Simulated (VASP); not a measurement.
# VN2 (I4/mcm) in VASP: a series of runs

VN2 is run at these levels: LDA, PBE; tasks: single point.

Program: VASP 6.6.1. These are calculated values, not measurements. Logs are shortened: lines on timing, memory, paths and dates and some standing lists are left out, and cuts for length are marked.

**1. The cell of the first run**

The structure is tetragonal, space group I4/mcm (No. 140). The conventional cell has a = 4.301 Å, b = 4.301 Å, c = 4.983 Å, α = 90.00°, β = 90.00°, γ = 90.00°. Within 2.8 Å of V (site symmetry 422) lie 8 N at 2.13 Å and 2 V at 2.49 Å. N (site symmetry m2m) has 1 N at 1.40 Å within 1.9 Å.

**2. Single point, LDA**

INCAR reads:

```
ALGO = Normal
EDIFF = 1E-6
ENCUT = 520
GGA = CA
ISIF = 2
ISMEAR = 0
LASPH = True
LCHARG = False
LREAL = False
LWAVE = False
NBANDS = 32
NELM = 60
PREC = Accurate
SIGMA = 0.1
```

KPOINTS reads:

```
k-points
0
Gamma
  12 12 12
```

POSCAR reads:

```
VN2
1.0
   -2.1507500000      2.1507500000      2.4913500000
    2.1507500000     -2.1507500000      2.4913500000
    2.1507500000      2.1507500000     -2.4913500000
V N
2 4
Direct
    0.2500000000      0.2500000000      0.0000000000
    0.7500000000      0.7500000000      0.0000000000
    0.1151000000      0.6151000000      0.7302000000
    0.6151000000      0.8849000000      0.5000000000
    0.8849000000      0.3849000000      0.2698000000
    0.3849000000      0.1151000000      0.5000000000
```

Potentials or basis: VASP PAW LDA potentials, release 64 (V_sv, N).

On the command line:

```sh
> cat potpaw_LDA.64/V_sv/POTCAR potpaw_LDA.64/N/POTCAR > POTCAR
> mpirun -np 1 vasp_std > vasp.out
```

OUTCAR:

```text
EDIFF = 1E-6
   ENCUT = 520
   GGA = CA
   ISIF = 2
   ISMEAR = 0
   LASPH = True
   LREAL = False
   NELM = 60
   PREC = Accurate

 ion  position               nearest neighbor table
   1  0.250  0.250  0.000-   5 2.13   3 2.13   4 2.13   6 2.13   6 2.13   3 2.13   4 2.13   5 2.13
                             2 2.49   2 2.49
   2  0.750  0.750  0.000-   5 2.13   3 2.13   4 2.13   6 2.13   4 2.13   6 2.13   3 2.13   5 2.13
                             1 2.49   1 2.49
   3  0.115  0.615  0.730-   5 1.40   1 2.13   1 2.13   2 2.13   2 2.13
   4  0.615  0.885  0.500-   6 1.40   2 2.13   1 2.13   2 2.13   1 2.13
   5  0.885  0.385  0.270-   3 1.40   2 2.13   1 2.13   2 2.13   1 2.13
   6  0.385  0.115  0.500-   4 1.40   1 2.13   2 2.13   1 2.13   2 2.13

  LATTYP: Found a body centered tetragonal cell.
 ALAT       =     4.3015000000
 C/A-ratio  =     1.1583633616

  Lattice vectors:

 A1 = (  -2.1507500000,   2.1507500000,   2.4913500000)
 A2 = (   2.1507500000,  -2.1507500000,   2.4913500000)
 A3 = (   2.1507500000,   2.1507500000,  -2.4913500000)

Analysis of symmetry for initial positions (statically):
=====================================================================
 Subroutine PRICEL returns:
 Original cell was already a primitive cell.

 Routine SETGRP: Setting up the symmetry group for a
 body centered tetragonal supercell.

 Subroutine GETGRP returns: Found 16 space group operations
 (whereof  8 operations were pure point group operations)
 out of a pool of 16 trial point group operations.

The static configuration has the point symmetry C_4h.
 The point group associated with its full space group is D_4h.

Analysis of symmetry for dynamics (positions and initial velocities):
=====================================================================
 Subroutine PRICEL returns:
 Original cell was already a primitive cell.

 Routine SETGRP: Setting up the symmetry group for a
 body centered tetragonal supercell.

 Subroutine GETGRP returns: Found 16 space group operations
 (whereof  8 operations were pure point group operations)
 out of a pool of 16 trial point group operations.

The dynamic configuration has the point symmetry C_4h.
 The point group associated with its full space group is D_4h.

 Subroutine INISYM returns: Found 16 space group operations
 (whereof  8 operations are pure point group operations),
 and found     1 'primitive' translations

----------------------------------------------------------------------------------------

                                     Primitive cell

  volume of cell :      46.0972

  direct lattice vectors                    reciprocal lattice vectors
    -2.150750000  2.150750000  2.491350000     0.000000000  0.232477043  0.200694403
     2.150750000 -2.150750000  2.491350000     0.232477043  0.000000000  0.200694403
     2.150750000  2.150750000 -2.491350000     0.232477043  0.232477043  0.000000000

  length of vectors
     3.931701406  3.931701406  3.931701406     0.307121830  0.307121830  0.328772187

  position of ions in fractional coordinates (direct lattice)
     0.250000000  0.250000000  0.000000000
     0.750000000  0.750000000  0.000000000
     0.115100000  0.615100000  0.730200000
     0.615100000  0.884900000  0.500000000
     0.884900000  0.384900000  0.269800000
     0.384900000  0.115100000  0.500000000

  ion indices of the primitive-cell ions
   primitive index   ion index
                 1           1
                 2           2
                 3           3
                 4           4
                 5           5
                 6           6

----------------------------------------------------------------------------------------

 KPOINTS: k-points

Automatic generation of k-mesh.
 Grid dimensions read from file:
 generate k-points for:   12   12   12

 Generating k-lattice:

  Cartesian coordinates                     Fractional coordinates (reciprocal lattice)
     0.000000000  0.019373087  0.016724534     0.083333333  0.000000000  0.000000000
     0.019373087  0.000000000  0.016724534     0.000000000  0.083333333  0.000000000
     0.019373087  0.019373087  0.000000000     0.000000000  0.000000000  0.083333333

  Length of vectors
     0.025593486  0.025593486  0.027397682

  Shift w.r.t. Gamma in fractional coordinates (k-lattice)
     0.000000000  0.000000000  0.000000000

 Subroutine IBZKPT returns following result:
 ===========================================

 Found    163 irreducible k-points:

 Following reciprocal coordinates:
            Coordinates               Weight
  0.000000  0.000000  0.000000      1.000000
  0.083333 -0.000000  0.000000      8.000000
  0.166667 -0.000000  0.000000      8.000000
  0.250000  0.000000  0.000000      8.000000
  0.333333 -0.000000  0.000000      8.000000
  0.416667  0.000000 -0.000000      8.000000
[... 16 lines left out ...]
  0.500000  0.166667  0.000000     16.000000
 -0.416667  0.166667  0.000000     16.000000
 [... further k-points ...]
   k-points           NKPTS =    163   k-points in BZ     NKDIM =    163   number of bands    NBANDS=     32
   number of dos      NEDOS =    301   number of ions     NIONS =      6
   total plane-waves  NPLWV =  27000
   dimension x,y,z NGX =    30 NGY =   30 NGZ =   30
   dimension x,y,z NGXF=    60 NGYF=   60 NGZF=   60
   ions per type =               2   4
   NGX,Y,Z   is equivalent  to a cutoff of  12.69, 12.69, 12.69 a.u.
   NGXF,Y,Z  is equivalent  to a cutoff of  25.37, 25.37, 25.37 a.u.
 SYSTEM =  unknown system
   PREC   = accura    normal or accurate (medium, high low for compatibility)
   ISTART =      0    job   : 0-new  1-cont  2-samecut
   ICHARG =      2    charge: 1-file 2-atom 10-const
   ISPIN  =      1    spin polarized calculation?
   LNONCOLLINEAR =      F non collinear calculations
   LSORBIT =      F    spin-orbit coupling
   LASPH  =      T    aspherical Exc in radial PAW
   ENCUT  =  520.0 eV  38.22 Ry    6.18 a.u.   7.31  7.31  7.31*2*pi/ulx,y,z
   NELM   =     60;   NELMIN=  2; NELMDL= -5     # of ELM steps
   EDIFF  = 0.1E-05   stopping-criterion for ELM
   LREAL  =      F    real-space projection
   EDIFFG = 0.1E-04   stopping-criterion for IOM
   NSW    =      0    number of steps for IOM
   IBRION =     -1    ionic relax: 0-MD 1-quasi-New 2-CG
   NFREE  =      0    steps in history (QN), initial steepest desc. (CG)
   ISIF   =      2    stress and relaxation
   ISYM   =      2    0-nonsym 1-usesym 2-fastsym
   POTIM  = 0.5000    time-step for ionic-motion
   TEBEG  =    0.0;   TEEND  =   0.0 temperature during run
   PSTRESS=    0.0 pullay stress
   NELECT =      46.0000    total number of electrons
   NUPDOWN=      -1.0000    fix difference up-down
   EMIN   =  10.00;   EMAX   =-10.00  energy-range for DOS
   EFERMI =   0.00;   METHOD = LEGACY
   ISMEAR =     0;   SIGMA  =   0.10  broadening in eV -4-tet -1-fermi 0-gaus
   EFERMI_NEDOS =   21; number of points for ismear=-14 and -15
   IALGO  =     38    algorithm
   IMIX   =      4    mixing-type and parameters
     AMIX     =   0.40;   BMIX     =  1.00
     AMIX_MAG =   1.60;   BMIX_MAG =  1.00
  volume/ion in A,a.u.               =       7.68        51.85
  Fermi-wavevector in a.u.,A,eV,Ry     =   1.635947  3.091492 36.413581  2.676323
  Thomas-Fermi vector in A             =   2.727335
   LORBIT       =      0    0 simple, 1 ext, 2 COOP (PROOUT), +10 PAW based schemes
   GGA     = CA    functional components
   LHFCALC =     F    Hartree Fock is set to
   AEXX    =    0.0000 exact exchange contribution
   IVDW    =     0    specifies the selected vdW correction
   LEPSILON=     F    determine dielectric tensor
   LRPA    =     F    only Hartree local field effects (RPA)
 non-spin polarized calculation
 Gauss-broadening in eV      SIGMA  =   0.10
  energy-cutoff  :      520.00
  volume of cell :       46.10
 maximum number of plane-waves:      1268
 NGX is ok and might be reduce to    30
   NGX = 15   NGY = 15   NGZ = 15

 number of electron      46.0000003 magnetization

 Free energy of the ion-electron system (eV)
  ---------------------------------------------------
  ext. energy  EPLUGINS =         0.00000000
  ---------------------------------------------------
  free energy    TOTEN  =       -59.86799635 eV

  energy without entropy =      -59.85453483  energy(sigma->0) =      -59.86126559

 E-fermi :  11.2419     XC(G=0): -14.0419

 val. band max:       11.2382205739   @ k =   0.2500   0.2500   0.1667
 cond. band min:      11.2435457616   @ k =   0.5000   0.5000   0.0000
 fundamental gap:      0.0053251877
 Fermi energy:        11.2419156733

 k-point     1 :       0.0000    0.0000    0.0000
  band No.  band energies     occupation
      1     -53.5896      2.00000
      2     -53.4190      2.00000
      3     -28.1205      2.00000
      4     -27.8661      2.00000
      5     -27.8661      2.00000
      6     -27.8549      2.00000
[... 24 lines left out ...]
     31      13.5038      0.00000
     32      15.6953      0.00000

 k-point     2 :       0.0833   -0.0000    0.0000
  band No.  band energies     occupation
      1     -53.5867      2.00000
      2     -53.4218      2.00000
      3     -28.1068      2.00000
      4     -27.8667      2.00000
      5     -27.8665      2.00000
      6     -27.8562      2.00000
[... 24 lines left out ...]
     31      13.6197      0.00000
     32      15.5873      0.00000
[... 733 lines left out ...]
     31      14.0843      0.00000
     32      14.9308      0.00000

 k-point    24 :      -0.4167    0.1667    0.0000
  band No.  band energies     occupation
      1     -53.5567      2.00000
      2     -53.4505      2.00000
      3     -28.0183      2.00000
      4     -27.9557      2.00000
      5     -27.8810      2.00000
      6     -27.8530      2.00000
[... 24 lines left out ...]
     31      14.2334      0.00000
     32      14.9124      0.00000

 [... further k-points ...]

------------------------ aborting loop because EDIFF is reached ----------------------------------------

  FORCE on cell =-STRESS in cart. coord.  units (eV):
  Direction    XX          YY          ZZ          XY          YZ          ZX
  --------------------------------------------------------------------------------------
  -------------------------------------------------------------------------------------
  Total       -5.3197703     -5.3197703     -5.3739019      0.0000000      0.0000000      0.0000000
  in kB     -184.8965751   -184.8965751   -186.7780002      0.0000000      0.0000000      0.0000000
  external PRESSURE =    -185.5237168 kB  Pullay stress =       0.0000000 kB

 VOLUME and BASIS-vectors are now :
 -----------------------------------------------------------------------------
  energy-cutoff  :      520.00
  volume of cell :       46.10
      direct lattice vectors                 reciprocal lattice vectors
    -2.150750000  2.150750000  2.491350000     0.000000000  0.232477043  0.200694403
     2.150750000 -2.150750000  2.491350000     0.232477043  0.000000000  0.200694403
     2.150750000  2.150750000 -2.491350000     0.232477043  0.232477043  0.000000000

 POSITION                                       TOTAL-FORCE (eV/Angst)
 -----------------------------------------------------------------------------------
      0.00000      0.00000      1.24568         0.000000     -0.000000     -0.000000
      0.00000      0.00000      3.73703         0.000000     -0.000000     -0.000000
      2.64585      0.49510      0.00000        -0.383728     -0.383728     -0.000000
      1.65565      0.49510      2.49135         0.383728     -0.383728     -0.000000
     -0.49510      1.65565      2.49135         0.383728      0.383728      0.000000
      0.49510      1.65565      0.00000        -0.383728      0.383728     -0.000000
 -----------------------------------------------------------------------------------
    total drift:                                0.000000      0.000000     -0.000000

  FREE ENERGIE OF THE ION-ELECTRON SYSTEM (eV)
  ---------------------------------------------------
  free  energy   TOTEN  =       -59.8679963455 eV

  energy  without entropy=      -59.8545348322  energy(sigma->0) =      -59.86126559
```

Run time: 2 min. Hardware: 1 thread of Intel Xeon 6975P-C (Granite Rapids), shared host; peak memory 0.28 GiB.

Results:

* Free energy: -59.8680 eV
* Pressure: -18.6 GPa
* Largest force: 0.543 eV/Å
* Band gap on the k mesh: zero (bands 23 and 24 overlap by 0.36 eV)

Forces on the atoms (eV/Å):
```
V    0.000  0.000  0.000
V    0.000  0.000  0.000
N   -0.384 -0.384  0.000
N    0.384 -0.384  0.000
N    0.384  0.384  0.000
N   -0.384  0.384  0.000
```

Caveat: the cell stands under tension; the run has no spin polarisation, though such a crystal can be magnetic.

**3. Single point, PBE, collinear spin, ferromagnetic start**

This run uses another cell than the first one, of 9.99 Å³/atom.

INCAR reads:

```
ALGO     = Fast           # electronic algorithm
EDIFF    = 1E-6           # SCF threshold, eV
ENCUT    = 520            # plane-wave cutoff, eV
GGA      = PE             # functional
ISIF     = 2              # what is computed and relaxed
ISMEAR   = 0              # smearing method
ISPIN    = 2              # spin polarisation
LASPH    = True           # aspherical terms in the spheres
LCHARG   = True           # write CHGCAR
LELF     = True           # ELF
LMAXMIX  = 4              # l up to which the mixer works
LORBIT   = 11             # projections on sites
LREAL    = False          # projectors in reciprocal space
LVHAR    = True         
LWAVE    = False          # write WAVECAR
MAGMOM   = 3.5 3.5 0 0 0 0 # initial moments
NBANDS   = 36             # bands
NELM     = 150            # most SCF steps
PREC     = Accurate       # precision mode
SIGMA    = 0.1            # smearing width, eV
```

KPOINTS is that of step 2.

POSCAR: that of step 2 with these lines changed.

```diff
@@ -2,5 +2,5 @@
 1.0
-   -2.1507500000      2.1507500000      2.4913500000
-    2.1507500000     -2.1507500000      2.4913500000
-    2.1507500000      2.1507500000     -2.4913500000
+   -2.3473132432      2.3473132432      2.7190416592
+    2.3473132432     -2.3473132432      2.7190416592
+    2.3473132432      2.3473132432     -2.7190416592
 V N
```

Potentials or basis: VASP PAW PBE potentials, release 64 (V_sv, N).

On the command line:

```sh
> cat potpaw_PBE.64/V_sv/POTCAR potpaw_PBE.64/N/POTCAR > POTCAR
> mpirun -np 1 vasp_std > vasp.out
```

Wall time 18 min (1 thread of Oxide Virtual Turin-like, shared host); peak memory 0.52 GiB.

Results (log left out):

- Free energy: -50.7039 eV
- Pressure: -48.2 GPa
- Largest force: 1.606 eV/Å
- Net moment: 0.57 μB per cell
- Site moments: V +0.33; N -0.03 μB
- Valence electrons inside the program's atomic spheres: V 11.19; N 3.55

Forces on the atoms (eV/Å):
```
V    0.000  0.000  0.000
V    0.000  0.000  0.000
N   -1.136 -1.136  0.000
N    1.136 -1.136  0.000
N    1.136  1.136  0.000
N   -1.136  1.136  0.000
```

Stress tensor (GPa, compression positive):
```
-51.39   0.00   0.00
  0.00 -51.39   0.00
  0.00   0.00 -41.92
```

Levels at points of the mesh, in eV from the Fermi level:
Spin up:
```tsv
k point	band 20	band 21	band 22	band 23	band 24	band 25	band 26	band 27
(0.00, 0.00, 0.00)	-2.02	-1.81	-1.75	-1.75	0.33	0.68	0.68	0.69
(0.50, 0.00, 0.00)	-2.42	-2.15	-2.15	0.04	0.04	0.37	0.37	0.69
(0.50, 0.50, 0.00)	-3.22	-1.83	-1.80	-0.88	-0.26	0.55	0.61	1.13
(0.50, 0.50, 0.50)	-1.39	-1.39	-0.24	-0.19	-0.15	0.01	0.10	1.30
```
Spin down:
```tsv
k point	band 21	band 22	band 23	band 24	band 25	band 26
(0.00, 0.00, 0.00)	-1.77	-1.70	-1.69	0.86	0.90	0.90
(0.50, 0.00, 0.00)	-2.03	-2.03	0.32	0.32	0.72	0.72
(0.50, 0.50, 0.00)	-1.74	-1.48	-0.92	0.20	0.78	1.08
(0.50, 0.50, 0.50)	-1.34	0.08	0.10	0.11	0.27	0.39
```

Caveat: the cell stands under tension; forces of over 1 eV/Å act on the atoms, so gaps and moduli don't describe the material at rest. With open d or f shells a metallic result of PBE can be an artefact of self-interaction; +U or a hybrid may open a gap.
